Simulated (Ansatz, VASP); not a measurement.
## Nb: VASP beside Ansatz

```xyz
2
Lattice="2.9096 0.0000 0.0000 -1.4548 2.5198 0.0000 0.0000 0.0000 5.3204" Properties=species:S:1:pos:R:3 pbc="T T T"
Nb    0.0000    1.6798    1.3301
Nb    1.4548    0.8399    3.9903
```

Alike in both runs: task single point; functional PBEsol; k mesh 14 × 14 × 7; occupations fermi-dirac, width 0.1 eV; no spin polarisation.

```csv
,VASP,Ansatz
version,VASP 6.6.1,Ansatz 0.2.0
potentials or method,"VASP PAW PBE potentials, release 64 (Nb_sv), cutoff 520 eV","plane waves (420 eV) with PAW, scalar-relativistic"
valence electrons in the cell,26,26
```

Ansatz gave:

| Property | Result |
| --- | --- |
| pressure (GPa) | -11.6 |
| traceless stress, the component that is largest in VASP (GPa) | 0.98 |

Q: Estimate VASP's values.

A: Pressure (GPa): -11.8; traceless stress, the component that is largest in VASP (GPa): 0.94.

VASP's potentials were made for PBE, not for PBEsol, and Ansatz warns of the same on its side. The functional is the same, so the differences come from potentials, cutoffs and numerics.
